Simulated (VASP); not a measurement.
# BP (pbe) (F-43m) in VASP: vibrations by perturbation theory with PBE

Aim: the vibrations by perturbation theory of BP (pbe) with PBE.

All numbers are computed with VASP 6.6.1; they aren't measurements. Logs are shortened: lines on timing, memory, paths and dates and some standing lists are left out, and cuts for length are marked.

## 1. The cell of the first run

It takes space group F-43m (No. 216, cubic). The conventional cell has a = 4.518 Å, b = 4.518 Å, c = 4.518 Å, α = 90.00°, β = 90.00°, γ = 90.00°. B (site symmetry -43m) has 4 P at 1.96 Å within 2.6 Å. Within 2.6 Å of P (site symmetry -43m) lie 4 B at 1.96 Å.

## 2. Vibrations by perturbation theory, PBE (phonons at volume x 0.98)

Input file INCAR:

```
SYSTEM = BP
PREC     = Accurate       ! precision mode
ENCUT    = 500            ! plane-wave cutoff, eV
EDIFF    = 1E-8           ! SCF threshold, eV
ISMEAR   = 0              ! smearing method
SIGMA    = 0.01           ! smearing width, eV
LREAL    = .FALSE.        ! projectors in reciprocal space
LASPH    = .TRUE.         ! aspherical terms in the spheres
NELM     = 120            ! most SCF steps
ALGO     = Normal         ! electronic algorithm
ISIF     = 2              ! what is computed and relaxed
LWAVE    = .FALSE.        ! write WAVECAR
LCHARG   = .TRUE.         ! write CHGCAR
GGA      = PE             ! functional
IBRION   = 8              ! ionic algorithm
NSW      = 1              ! ionic steps
LEPSILON = .TRUE.         ! dielectric tensor by DFPT
GGA_COMPAT= .FALSE.
```

Input file KPOINTS:

```
Automatic mesh
0
G
  10 10 10
  0 0 0
```

Input file POSCAR:

```
BP
1.0
    0.0000000000      2.2588887007      2.2588887007
    2.2588887007      0.0000000000      2.2588887007
    2.2588887007      2.2588887007      0.0000000000
B P
1 1
Direct
    0.0000000000      0.0000000000      0.0000000000
    0.2500000000      0.2500000000      0.2500000000
```

Potentials or basis: VASP PAW PBE potentials, release 64 (B, P).

Run with:

```
> cat potpaw_PBE.64/B/POTCAR potpaw_PBE.64/P/POTCAR > POTCAR
> mpirun -np 1 vasp_std > vasp.out
```

OUTCAR:

```text
SYSTEM = BP
   PREC = Accurate
   ENCUT = 500
   EDIFF = 1E-8
   ISMEAR = 0
   LREAL = .FALSE.
   LASPH = .TRUE.
   NELM = 120
   ISIF = 2
   GGA = PE
   IBRION = 8
   NSW = 1
   LEPSILON = .TRUE.

 ion  position               nearest neighbor table
   1  0.000  0.000  0.000-   2 1.96   2 1.96   2 1.96   2 1.96
   2  0.250  0.250  0.250-   1 1.96   1 1.96   1 1.96   1 1.96

  LATTYP: Found a face centered cubic cell.
 ALAT       =     4.5177774014

  Lattice vectors:

 A1 = (   0.0000000000,   2.2588887007,   2.2588887007)
 A2 = (   2.2588887007,   0.0000000000,   2.2588887007)
 A3 = (   2.2588887007,   2.2588887007,   0.0000000000)

Analysis of symmetry for initial positions (statically):
=====================================================================
 Subroutine PRICEL returns:
 Original cell was already a primitive cell.

 Routine SETGRP: Setting up the symmetry group for a
 face centered cubic supercell.

 Subroutine GETGRP returns: Found 24 space group operations
 (whereof 24 operations were pure point group operations)
 out of a pool of 48 trial point group operations.

The static configuration has the point symmetry T_d .

Analysis of symmetry for dynamics (positions and initial velocities):
=====================================================================
 Subroutine PRICEL returns:
 Original cell was already a primitive cell.

 Routine SETGRP: Setting up the symmetry group for a
 face centered cubic supercell.

 Subroutine GETGRP returns: Found 24 space group operations
 (whereof 24 operations were pure point group operations)
 out of a pool of 48 trial point group operations.

The dynamic configuration has the point symmetry T_d .

 Subroutine INISYM returns: Found 24 space group operations
 (whereof 24 operations are pure point group operations),
 and found     1 'primitive' translations

[... 496 lines left out ...]
     0.00000 -7.36370 -0.00002

 MACROSCOPIC STATIC DIELECTRIC TENSOR (including local field effects in DFT)
 ------------------------------------------------------
           9.266443    -0.000000     0.000000
           0.000000     9.266443     0.000000
          -0.000000     0.000000     9.266443
 ------------------------------------------------------

 PIEZOELECTRIC TENSOR (including local field effects)  for field in x, y, z        (e  Angst)
          XX          YY          ZZ          XY          YZ          ZX
  --------------------------------------------------------------------------------
  x    -0.00000    -0.00000     0.00000     0.00000     0.19127     0.00000
  y     0.00000     0.00000     0.00000     0.00000     0.00000     0.19127
  z     0.00000     0.00000    -0.00000     0.19127     0.00000     0.00000

 PIEZOELECTRIC TENSOR (including local field effects)  for field in x, y, z        (C/m^2)
          XX          YY          ZZ          XY          YZ          ZX
  --------------------------------------------------------------------------------
  x    -0.00000    -0.00000     0.00000     0.00000     0.13294     0.00000
  y     0.00000     0.00000     0.00000     0.00000     0.00000     0.13294
  z     0.00000     0.00000    -0.00000     0.13294     0.00000     0.00000

 BORN EFFECTIVE CHARGES (including local field effects) (in |e|, cummulative output)
 ---------------------------------------------------------------------------------
 ion    1
    1    -0.54015    -0.00000    -0.00000
    2     0.00000    -0.54015     0.00000
    3     0.00000     0.00000    -0.54015
 ion    2
    1     0.54015     0.00000     0.00000
    2     0.00000     0.54015     0.00000
    3    -0.00000     0.00000     0.54015

 INTERNAL STRAIN TENSOR FOR ION    2 for displacements in x,y,z  (eV/Angst):
          X           Y           Z          XY          YZ          ZX
  --------------------------------------------------------------------------------
  x    -0.00000     0.00000     0.00000     0.00000    -7.36370     0.00000
  y    -0.00000     0.00000    -0.00000     0.00000     0.00000    -7.36370
  z     0.00000     0.00000    -0.00000    -7.36370     0.00000     0.00000

 SECOND DERIVATIVES (NOT SYMMETRIZED)
 ------------------------------------
               1X          1Y          1Z          2X          2Y          2Z
  1X   -19.560911    0.000000    0.000000   19.560911    0.000000    0.000000
  1Y     0.000000  -19.560911    0.000000    0.000000   19.560911    0.000000
  1Z     0.000000    0.000000  -19.560911    0.000000    0.000000   19.560911
  2X    19.567437    0.000000    0.000000  -19.567437    0.000000    0.000000
  2Y     0.000000   19.567437    0.000000    0.000000  -19.567437    0.000000
  2Z     0.000000    0.000000   19.567437    0.000000    0.000000  -19.567437

 Eigenvectors and eigenvalues of the dynamical matrix
 ----------------------------------------------------

   1 f  =   24.425453 THz   153.469647 2PiTHz  814.745413 cm-1   101.015511 meV
             X         Y         Z           dx          dy          dz
      0.000000  0.000000  0.000000     0.860934   -0.000000    0.000000
      1.129444  1.129444  1.129444    -0.508717    0.000000    0.000000
[... 21 lines left out ...]
   6 f/i=    0.001784 THz     0.011211 2PiTHz    0.059519 cm-1     0.007379 meV
             X         Y         Z           dx          dy          dz
      0.000000  0.000000  0.000000     0.461191   -0.214700    0.000000
      1.129444  1.129444  1.129444     0.780502   -0.363350    0.000000

--------------------------------------------------------------------------------------------------------

 MACROSCOPIC STATIC DIELECTRIC TENSOR IONIC CONTRIBUTION
 ------------------------------------------------------
           0.117062     0.000000    -0.000000
           0.000000     0.117062    -0.000000
          -0.000000    -0.000000     0.117062
 ------------------------------------------------------

 ELASTIC MODULI CONTR FROM IONIC RELAXATION (kBar)
 Direction    XX          YY          ZZ          XY          YZ          ZX
 --------------------------------------------------------------------------------
 XX          -0.0000      0.0000      0.0000      0.0000     -0.0000     -0.0000
 YY           0.0000     -0.0000      0.0000      0.0000      0.0000      0.0000
 ZZ           0.0000      0.0000     -0.0000     -0.0000      0.0000     -0.0000
 XY           0.0000      0.0000     -0.0000   -203.8726      0.0000      0.0000
 YZ          -0.0000      0.0000      0.0000      0.0000   -203.8726     -0.0000
 ZX          -0.0000      0.0000     -0.0000      0.0000     -0.0000   -203.8726
 --------------------------------------------------------------------------------

 PIEZOELECTRIC TENSOR IONIC CONTR  for field in x, y, z        (C/m^2)
          XX          YY          ZZ          XY          YZ          ZX
  --------------------------------------------------------------------------------
  x    -0.00000     0.00000     0.00000     0.00000    -0.14536    -0.00000
  y    -0.00000     0.00000    -0.00000     0.00000    -0.00000    -0.14536
  z     0.00000     0.00000    -0.00000    -0.14536     0.00000     0.00000
```

OSZICAR:

```text
N       E                     dE             d eps       ncg     rms          rms(c)
DAV:   1     0.100437054358E+02    0.10044E+02   -0.40011E+03   752   0.877E+02
DAV:   2    -0.134091285368E+02   -0.23453E+02   -0.22495E+02  1192   0.110E+02
DAV:   3    -0.136617637847E+02   -0.25264E+00   -0.25264E+00   880   0.150E+01
DAV:   4    -0.136624868818E+02   -0.72310E-03   -0.72310E-03  1224   0.758E-01
[... 153 lines left out ...]
RMM:   7    -0.409573976254E-01    0.12354E-05   -0.37680E-07  4542   0.102E-03    0.137E-04
RMM:   8    -0.409560372203E-01    0.13604E-05   -0.35529E-07  4675   0.207E-04    0.480E-05
RMM:   9    -0.409559018355E-01    0.13538E-06   -0.34574E-08  4739   0.648E-05    0.113E-05
RMM:  10    -0.409559416780E-01   -0.39843E-07    0.30504E-07  4803   0.178E-05    0.155E-05
RMM:  11    -0.409559410475E-01    0.63053E-09    0.71581E-08  4407   0.531E-06    0.764E-07
 Linear response finished
```

stdout:

```text
POSCAR found type information on POSCAR B P
 POSCAR found :  2 types and       2 ions
 scaLAPACK will be used
 LDA part: xc-table for (Slater+PW92), standard interpolation
 POSCAR, INCAR and KPOINTS ok, starting setup
 FFT: planning ... GRIDC
 FFT: planning ... GRID_SOFT
 FFT: planning ... GRID
 WAVECAR not read
 entering main loop
[... 23 lines left out ...]
  Direction:   3
 dielectric tensor                  component  3 :     1.606     2.063     9.266
 Linear response DOF=           2
 Linear response progress:
 first order change of Fermi-energy   0.13464E-03
 force on displaced ion       1 direction 1 : -19.561  -0.000  -0.000
 Born effective charge ion    1 direction 1 :  -0.547   0.000   0.000
 Linear response progress:
 first order change of Fermi-energy   0.10328E-03
 force on displaced ion       2 direction 1 : -19.567   0.000   0.000
 Born effective charge ion    2 direction 1 :   0.530   0.000   0.000
 Born effective charges drift removed
 Linear response finished
```

Run time: 5 min. Hardware: 1 thread of AMD EPYC 7R43 (Zen 3), shared host; peak memory 0.16 GiB.

Results:

```
Electronic dielectric tensor (diagonal)                 : 9.27
Born charges (mean of the diagonal)                     : B -0.54; P +0.54 e
Highest phonon frequency at Γ, LO-TO splitting left out : 815 cm⁻¹
```

Phonon frequencies in cm⁻¹ (negative: imaginary):
```csv
q point,frequencies
"(0.000, 0.000, 0.000)",0 0 0 815 815 815
```

Electronic dielectric tensor:
```
9.27 0.00 0.00
0.00 9.27 0.00
0.00 0.00 9.27
```

Born effective charge tensors (e):
atom 1, B
```
-0.54  0.00  0.00
 0.00 -0.54  0.00
 0.00  0.00 -0.54
```
atom 2, P
```
0.54 0.00 0.00
0.00 0.54 0.00
0.00 0.00 0.54
```

Caveat: the cell differs from its parent crystal (phonons at volume x 0.98); the cell wasn't relaxed at this level first, which shifts response properties.
